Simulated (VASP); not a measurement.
Write the native input for VASP 6.6.1 that does the following.

```yaml
Task: single point
Functional: PBE
Potentials_or_basis: VASP PAW PBE potentials, release 64 (Ba_sv, F_h)
Cutoff: 1350 eV
k_mesh: 6 × 6 × 6
Occupations: fermi-dirac, width 0.05 eV
Spin: no spin polarisation
Dipole_correction: no
Further_INCAR_settings: ALGO = Normal; EDIFF = 1e-06; NBANDS = 19
```

The structure of BaF2 lies in POSCAR:

```
BaF2
1.0
    0.0000000000      3.1000500000      3.1000500000
    3.1000500000      0.0000000000      3.1000500000
    3.1000500000      3.1000500000      0.0000000000
Ba F
1 2
Direct
    0.0000000000      0.0000000000      0.0000000000
    0.2500000000      0.2500000000      0.2500000000
    0.7500000000      0.7500000000      0.7500000000
```

One way to write it, as run:

INCAR

```
SYSTEM = BaF2
  PREC = Accurate
  ENCUT = 1350
  EDIFF = 1E-6
  ISMEAR = -1
  SIGMA = 0.05
  LREAL = .FALSE.
  LASPH = .TRUE.
  NELM = 120
  ALGO = Normal
  ISIF = 2
  LWAVE = .FALSE.
  LCHARG = .TRUE.
  GGA = PE
  LELF = .TRUE.
  LVHAR = .TRUE.
  NBANDS = 19
  GGA_COMPAT = .FALSE.
```

KPOINTS

```
regular mesh
0
G
  6 6 6
  0 0 0
```

Potentials or basis: VASP PAW PBE potentials, release 64 (Ba_sv, F_h).

The run is started by

```sh
$ cat potpaw_PBE.64/Ba_sv/POTCAR potpaw_PBE.64/F_h/POTCAR > POTCAR
$ mpirun -np 1 vasp_std > vasp.out
```

It gave:

```json
{
 "Pressure": "2.2 GPa",
 "Band gap on the k mesh": "6.78 eV (least direct gap 6.85 eV)"
}
```

Caveat: spin-orbit coupling is left out, which moves the levels of the heavy elements.

Run time: 79 s on 1 thread of AMD EPYC 7R13 Processor (Zen 3) (shared host), peak memory 0.39 GiB.
